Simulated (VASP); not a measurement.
A run of VASP 6.6.1:

POSCAR

```
MgO2
1.0
    1.5646419906      0.9033464745      3.3192799312
   -1.5646419906      0.9033464745      3.3192799312
    0.0000000000     -1.8066929489      3.3192799312
Mg O
1 2
Direct
    0.0000000000      0.0000000000      0.0000000000
    0.4287860000      0.4287860000      0.4287860000
    0.5712140000      0.5712140000      0.5712140000
```

Contents of INCAR.step1:

```
SYSTEM = MgO2
ALGO     = Normal         ! electronic algorithm
EDIFF    = 1E-4           ! SCF threshold, eV
ENCUT    = 520            ! plane-wave cutoff, eV
GGA      = PE             ! functional
ISMEAR   = 0              ! smearing method
LASPH    = .True.         ! aspherical terms in the spheres
LCHARG   = .False.        ! write CHGCAR
LREAL    = .False.        ! projectors in reciprocal space
LWAVE    = .True.         ! write WAVECAR
NBANDS   = 14             ! bands
NELM     = 100            ! most SCF steps
PREC     = Accurate       ! precision mode
SIGMA    = 0.05           ! smearing width, eV
```

The input INCAR.step2:

```
SYSTEM = MgO2
ALGO     = Normal         ! electronic algorithm
EDIFF    = 1E-6           ! SCF threshold, eV
ENCUT    = 520            ! plane-wave cutoff, eV
ISIF     = 2              ! what is computed and relaxed
ISMEAR   = 0              ! smearing method
ISTART   = 1            
LASPH    = .True.         ! aspherical terms in the spheres
LCHARG   = .False.        ! write CHGCAR
LMIXTAU  = .True.       
LREAL    = .False.        ! projectors in reciprocal space
LWAVE    = .False.        ! write WAVECAR
METAGGA  = R2SCAN         ! meta-GGA
NBANDS   = 14             ! bands
NELM     = 100            ! most SCF steps
PREC     = Accurate       ! precision mode
SIGMA    = 0.05           ! smearing width, eV
```

The input KPOINTS:

```
k-points
0
Gamma
  12 12 12
  0 0 0
```

Potentials or basis: VASP PAW PBE potentials, release 64 (Mg, O).

Run with:

```sh
$ cat potpaw_PBE.64/Mg/POTCAR potpaw_PBE.64/O/POTCAR > POTCAR
$ cp INCAR.step1 INCAR
$ mpirun -np 1 vasp_std > vasp.out
$ cp INCAR.step2 INCAR
$ mpirun -np 1 vasp_std > vasp.out
```

Hardware: 1 thread of AMD EPYC 9R45 (Zen 5), with other jobs on the host.

Question: Estimate the wall time of this run.

Answer: Wall time 2.1 min on 1 thread of AMD EPYC 9R45 (Zen 5) (shared host), peak memory 0.18 GiB. Counts: k points 189.
